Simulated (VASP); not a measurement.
# Sn (Fd-3m) in VASP: notebook

Runs on Sn. Level: PBE. Tasks: single point.

All numbers are computed with VASP 6.6.1; they aren't measurements. Logs are shortened: lines on timing, memory, paths and dates and some standing lists are left out, and cuts for length are marked.

### 1 The cell of the first run

Symmetry: Fd-3m, No. 227, cubic system. Conventional cell: a = 6.831 Å, b = 6.831 Å, c = 6.831 Å, α = 90.00°, β = 90.00°, γ = 90.00°. Within 3.9 Å of Sn (site symmetry -43m) lie 4 Sn at 2.96 Å.

This isn't the form of Sn at room conditions, which is tetragonal (white tin).

### 2 Single point, PBE (39.84 Å³/atom)

Contents of INCAR:

```
SYSTEM = Sn
ALGO     = Normal         ! electronic algorithm
EDIFF    = 1E-6           ! SCF threshold, eV
ENCUT    = 520            ! plane-wave cutoff, eV
GGA      = PE             ! functional
ISIF     = 2              ! what is computed and relaxed
ISMEAR   = -1             ! smearing method
LASPH    = .TRUE.         ! aspherical terms in the spheres
LCHARG   = .FALSE.        ! write CHGCAR
LREAL    = .FALSE.        ! projectors in reciprocal space
LWAVE    = .FALSE.        ! write WAVECAR
NBANDS   = 21             ! bands
NELM     = 80             ! most SCF steps
PREC     = Accurate       ! precision mode
SIGMA    = 0.1            ! smearing width, eV
```

Contents of KPOINTS:

```
k-points
0
G
  14 14 14
  0 0 0
```

Contents of POSCAR:

```
Sn
1.0
    0.0000000000      3.4154033729      3.4154033729
    3.4154033729      0.0000000000      3.4154033729
    3.4154033729      3.4154033729      0.0000000000
Sn
2
Direct
    0.5000000000      0.5000000000      0.5000000000
    0.7500000000      0.7500000000      0.7500000000
```

Potentials or basis: VASP PAW PBE potentials, release 64 (Sn_d).

Started as:

```
$ cat potpaw_PBE.64/Sn_d/POTCAR > POTCAR
$ mpirun -np 1 vasp_std > vasp.out
```

OUTCAR:

```text
SYSTEM = Sn
   EDIFF = 1E-6
   ENCUT = 520
   GGA = PE
   ISIF = 2
   ISMEAR = -1
   LASPH = .TRUE.
   LREAL = .FALSE.
   NELM = 80
   PREC = Accurate

 ion  position               nearest neighbor table
   1  0.500  0.500  0.500-   2 2.96   2 2.96   2 2.96   2 2.96
   2  0.750  0.750  0.750-   1 2.96   1 2.96   1 2.96   1 2.96

  LATTYP: Found a face centered cubic cell.
 ALAT       =     6.8308067458

  Lattice vectors:

 A1 = (   0.0000000000,   3.4154033729,   3.4154033729)
 A2 = (   3.4154033729,   0.0000000000,   3.4154033729)
 A3 = (   3.4154033729,   3.4154033729,   0.0000000000)

Analysis of symmetry for initial positions (statically):
=====================================================================
 Subroutine PRICEL returns:
 Original cell was already a primitive cell.

 Routine SETGRP: Setting up the symmetry group for a
 face centered cubic supercell.

 Subroutine GETGRP returns: Found 48 space group operations
 (whereof 24 operations were pure point group operations)
 out of a pool of 48 trial point group operations.

The static configuration has the point symmetry T_d .
 The point group associated with its full space group is O_h .

Analysis of symmetry for dynamics (positions and initial velocities):
=====================================================================
 Subroutine PRICEL returns:
 Original cell was already a primitive cell.

 Routine SETGRP: Setting up the symmetry group for a
 face centered cubic supercell.

 Subroutine GETGRP returns: Found 48 space group operations
 (whereof 24 operations were pure point group operations)
 out of a pool of 48 trial point group operations.

The dynamic configuration has the point symmetry T_d .
 The point group associated with its full space group is O_h .

 Subroutine INISYM returns: Found 48 space group operations
 (whereof 24 operations are pure point group operations),
 and found     1 'primitive' translations

----------------------------------------------------------------------------------------

                                     Primitive cell

  volume of cell :      79.6812

  direct lattice vectors                    reciprocal lattice vectors
     0.000000000  3.415403373  3.415403373    -0.146395592  0.146395592  0.146395592
     3.415403373  0.000000000  3.415403373     0.146395592 -0.146395592  0.146395592
     3.415403373  3.415403373  0.000000000     0.146395592  0.146395592 -0.146395592

  length of vectors
     4.830109771  4.830109771  4.830109771     0.253564604  0.253564604  0.253564604

[... 73 lines left out ...]
   ICHARG =      2    charge: 1-file 2-atom 10-const
   ISPIN  =      1    spin polarized calculation?
   LNONCOLLINEAR =      F non collinear calculations
   LSORBIT =      F    spin-orbit coupling
   LASPH  =      T    aspherical Exc in radial PAW
   ENCUT  =  520.0 eV  38.22 Ry    6.18 a.u.   8.98  8.98  8.98*2*pi/ulx,y,z
   NELM   =     80;   NELMIN=  2; NELMDL= -5     # of ELM steps
   EDIFF  = 0.1E-05   stopping-criterion for ELM
   LREAL  =      F    real-space projection
   EDIFFG = 0.1E-04   stopping-criterion for IOM
   NSW    =      0    number of steps for IOM
   IBRION =     -1    ionic relax: 0-MD 1-quasi-New 2-CG
   NFREE  =      0    steps in history (QN), initial steepest desc. (CG)
   ISIF   =      2    stress and relaxation
   ISYM   =      2    0-nonsym 1-usesym 2-fastsym
   POTIM  = 0.5000    time-step for ionic-motion
   TEBEG  =    0.0;   TEEND  =   0.0 temperature during run
   PSTRESS=    0.0 pullay stress
   NELECT =      28.0000    total number of electrons
   NUPDOWN=      -1.0000    fix difference up-down
   EMIN   =  10.00;   EMAX   =-10.00  energy-range for DOS
   EFERMI =   0.00;   METHOD = LEGACY
   ISMEAR =    -1;   SIGMA  =   0.10  broadening in eV -4-tet -1-fermi 0-gaus
   EFERMI_NEDOS =   21; number of points for ismear=-14 and -15
   IALGO  =     38    algorithm
   IMIX   =      4    mixing-type and parameters
     AMIX     =   0.40;   BMIX     =  1.00
     AMIX_MAG =   1.60;   BMIX_MAG =  1.00
  volume/ion in A,a.u.               =      39.84       268.86
  Fermi-wavevector in a.u.,A,eV,Ry     =   1.155249  2.183104 18.158331  1.334600
  Thomas-Fermi vector in A             =   2.291879
   LORBIT       =      0    0 simple, 1 ext, 2 COOP (PROOUT), +10 PAW based schemes
   GGA     = PE    functional components
[... 5 lines left out ...]
 non-spin polarized calculation
  energy-cutoff  :      520.00
  volume of cell :       79.68
 maximum number of plane-waves:      2168
   NGX = 17   NGY = 17   NGZ = 17

 number of electron      27.9999991 magnetization

 Free energy of the ion-electron system (eV)
  ---------------------------------------------------
  ext. energy  EPLUGINS =         0.00000000
  ---------------------------------------------------
  free energy    TOTEN  =        -7.64990991 eV

  energy without entropy =       -7.64136437  energy(sigma->0) =       -7.64563714

 E-fermi :   4.1342     XC(G=0):  -8.2223

 val. band max:        4.0039467210   @ k =   0.0714   0.0714   0.0000
 cond. band min:       4.1375102928   @ k =   0.2857   0.0000   0.0000
 fundamental gap:      0.1335635718
 Fermi energy:         4.1342265393

 k-point     1 :       0.0000    0.0000    0.0000
  band No.  band energies     occupation
      1     -17.3063      2.00000
      2     -17.3063      2.00000
      3     -17.3063      2.00000
      4     -17.2652      2.00000
      5     -17.2652      2.00000
      6     -17.0650      2.00000
[... 565 lines left out ...]
     20      11.1579      0.00000
     21      11.8445      0.00000

 [... further k-points ...]

------------------------ aborting loop because EDIFF is reached ----------------------------------------

  FORCE on cell =-STRESS in cart. coord.  units (eV):
  Direction    XX          YY          ZZ          XY          YZ          ZX
  --------------------------------------------------------------------------------------
  -------------------------------------------------------------------------------------
  Total       -1.1602083     -1.1602083     -1.1602083      0.0000000      0.0000000     -0.0000000
  in kB      -23.3286996    -23.3286996    -23.3286996      0.0000000      0.0000000     -0.0000000
  external PRESSURE =     -23.3286996 kB  Pullay stress =       0.0000000 kB

 VOLUME and BASIS-vectors are now :
 -----------------------------------------------------------------------------
  energy-cutoff  :      520.00
  volume of cell :       79.68
      direct lattice vectors                 reciprocal lattice vectors
     0.000000000  3.415403373  3.415403373    -0.146395592  0.146395592  0.146395592
     3.415403373  0.000000000  3.415403373     0.146395592 -0.146395592  0.146395592
     3.415403373  3.415403373  0.000000000     0.146395592  0.146395592 -0.146395592

 POSITION                                       TOTAL-FORCE (eV/Angst)
 -----------------------------------------------------------------------------------
      3.41540      3.41540      3.41540         0.000000      0.000000      0.000000
      5.12311      5.12311      5.12311        -0.000000     -0.000000     -0.000000
 -----------------------------------------------------------------------------------
    total drift:                                0.000000      0.000000      0.000000

  FREE ENERGIE OF THE ION-ELECTRON SYSTEM (eV)
  ---------------------------------------------------
  free  energy   TOTEN  =        -7.6499099085 eV

  energy  without entropy=       -7.6413643692  energy(sigma->0) =       -7.64563714
```

OSZICAR:

```text
N       E                     dE             d eps       ncg     rms          rms(c)
DAV:   1     0.226995711592E+03    0.22700E+03   -0.14856E+04  4408   0.182E+03
DAV:   2     0.175935190171E+02   -0.20940E+03   -0.20490E+03  4373   0.437E+02
DAV:   3    -0.684257052007E+01   -0.24436E+02   -0.24286E+02  5073   0.140E+02
DAV:   4    -0.765069132281E+01   -0.80812E+00   -0.80777E+00  4938   0.286E+01
DAV:   5    -0.767876047309E+01   -0.28069E-01   -0.28069E-01  6295   0.523E+00    0.255E+00
DAV:   6    -0.765757510270E+01    0.21185E-01   -0.22752E-02  5937   0.189E+00    0.150E+00
DAV:   7    -0.764794477544E+01    0.96303E-02   -0.32560E-02  4888   0.198E+00    0.153E-01
DAV:   8    -0.764945949789E+01   -0.15147E-02   -0.53444E-03  4903   0.859E-01    0.451E-02
DAV:   9    -0.764986646501E+01   -0.40697E-03   -0.51638E-04  5030   0.173E-01    0.129E-02
DAV:  10    -0.764990430255E+01   -0.37838E-04   -0.57959E-05  5518   0.475E-02    0.616E-03
DAV:  11    -0.764990997618E+01   -0.56736E-05   -0.76233E-06  3866   0.232E-02    0.115E-03
DAV:  12    -0.764990990850E+01    0.67686E-07   -0.42351E-07  3790   0.873E-03
   1 F= -.76499099E+01 E0= -.76456371E+01  d E =-.854554E-02
```

Wall time 96 s (1 thread of Intel Xeon Platinum 8259CL at 2.50GHz (Skylake/Cascade Lake), shared host); peak memory 0.29 GiB.

What came out:

- Free energy: -7.6499 eV
- Pressure: -2.3 GPa
- Band gap on the k mesh: zero (bands 14 and 15 overlap by 0.35 eV)

Levels at points of the mesh, in eV from the Fermi level:
```
           k point  band 11  band 12  band 13  band 14  band 15  band 16  band 17  band 18
(0.00, 0.00, 0.00)    -9.66    -1.64     0.10     0.10     0.10     2.13     2.13     2.13
(0.50, 0.00, 0.00)    -8.32    -5.81    -0.89    -0.89    -0.25     3.15     3.15     5.70
(0.50, 0.50, 0.00)    -7.04    -7.04    -1.99    -1.99     0.97     0.97     6.78     6.78
```

Caveat: spin-orbit coupling is left out, which moves the levels of the heavy elements.

### 3 Single point, PBE (41.32 Å³/atom)

This run uses another cell than the first one, of 41.32 Å³/atom.

Contents of INCAR:

```
ALGO = Normal
EDIFF = 1E-6
ENCUT = 520
GGA = PE
ISIF = 2
ISMEAR = -1
LASPH = T
LCHARG = F
LREAL = F
LWAVE = F
NBANDS = 21
NELM = 80
PREC = Accurate
SIGMA = 0.1
```

Contents of KPOINTS:

```
k-points
0
Gamma
  14 14 14
```

Contents of POSCAR:

```
Sn
1.0
    0.0000000000      3.4570587389      3.4570587389
    3.4570587389      0.0000000000      3.4570587389
    3.4570587389      3.4570587389      0.0000000000
Sn
2
Direct
    0.5000000000      0.5000000000      0.5000000000
    0.7500000000      0.7500000000      0.7500000000
```

Potentials or basis: VASP PAW PBE potentials, release 64 (Sn_d).

Started as:

```
$ cat potpaw_PBE.64/Sn_d/POTCAR > POTCAR
$ mpirun -np 1 vasp_std > vasp.out
```

Run time: 92 s. Hardware: 1 thread of Intel Xeon Platinum 8259CL at 2.50GHz (Skylake/Cascade Lake), shared host; peak memory 0.29 GiB.

Results (log left out):

```yaml
Free_energy: -7.6001 eV
Pressure: -3.1 GPa
Band_gap_on_the_k_mesh: zero (bands 14 and 15 overlap by 0.40 eV)
```

Levels at points of the mesh, in eV from the Fermi level:
```csv
k point,band 11,band 12,band 13,band 14,band 15,band 16,band 17,band 18
"(0.00, 0.00, 0.00)",-9.45,-1.85,0.11,0.11,0.11,2.13,2.13,2.13
"(0.50, 0.00, 0.00)",-8.18,-5.71,-0.83,-0.83,-0.29,3.14,3.14,5.69
"(0.50, 0.50, 0.00)",-6.94,-6.94,-1.89,-1.89,1.00,1.00,6.58,6.58
```

Caveat: the cell stands under tension; spin-orbit coupling is left out, which moves the levels of the heavy elements.
